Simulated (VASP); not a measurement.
Input of a VASP 6.6.1 run:

File INCAR:

```
SYSTEM = Ag8Br7
PREC = Accurate ; ENCUT = 520
EDIFF = 1E-6 ; ISMEAR = 0
SIGMA = 0.1 ; LREAL = Auto
LASPH = .True. ; NELM = 100
ALGO = Normal ; ISIF = 2
LWAVE = .False. ; LCHARG = .False.
GGA = PE ; NBANDS = 82
```

File KPOINTS:

```
regular mesh
0
Gamma
  2 2 2
  0 0 0
```

POSCAR

```
Ag8Br7
1.0
    0.0000000000      5.8279080000      5.8279080000
    5.8279080000      0.0000000000      5.8279080000
    5.8279080000      5.8279080000      0.0000000000
Ag Br
8 7
Direct
    0.2107873014      0.2312950033      0.3069080706
    0.1808475700      0.3671706897      0.6085337998
    0.2325304380      0.7455119401      0.3257685262
    0.2501328092      0.7421510429      0.7941067361
    0.7465072372      0.2215854300      0.2201789218
    0.8434792553      0.3735303474      0.6014730329
    0.7444361682      0.6906060459      0.2463102540
    0.8399049882      0.7063936150      0.6436199748
   -0.0436208842     -0.0226265583      0.6204786520
    0.0090835339      0.4196564187      0.0435253954
    0.0029873498      0.8721019618      0.1233334500
    0.4647564787     -0.0192225066      0.0812509394
    0.4741348868      0.0421452260      0.5213228315
    0.5751523531      0.5099697868     -0.0711883235
    0.4730614313      0.4973886856      0.5503128224
```

Potentials or basis: VASP PAW PBE potentials, release 64 (Ag, Br).

Command:

```console
$ cat potpaw_PBE.64/Ag/POTCAR potpaw_PBE.64/Br/POTCAR > POTCAR
$ mpirun -np 1 vasp_std > vasp.out
```

(1) Predict the band gap on the k mesh.

(2) Estimate the largest force.

(3) Estimate the pressure.

## Answers

(1) zero (an odd number of electrons rules out a gap without spin polarisation).

(2) 0.044 eV/Å.

(3) 0.4 GPa.

Caveat: the k points lie up to 0.47 Å⁻¹ apart, too coarse for converged energies and pressures of a metal; an odd number of electrons without spin polarisation forces a metal; a magnetic or distorted state may lie lower.
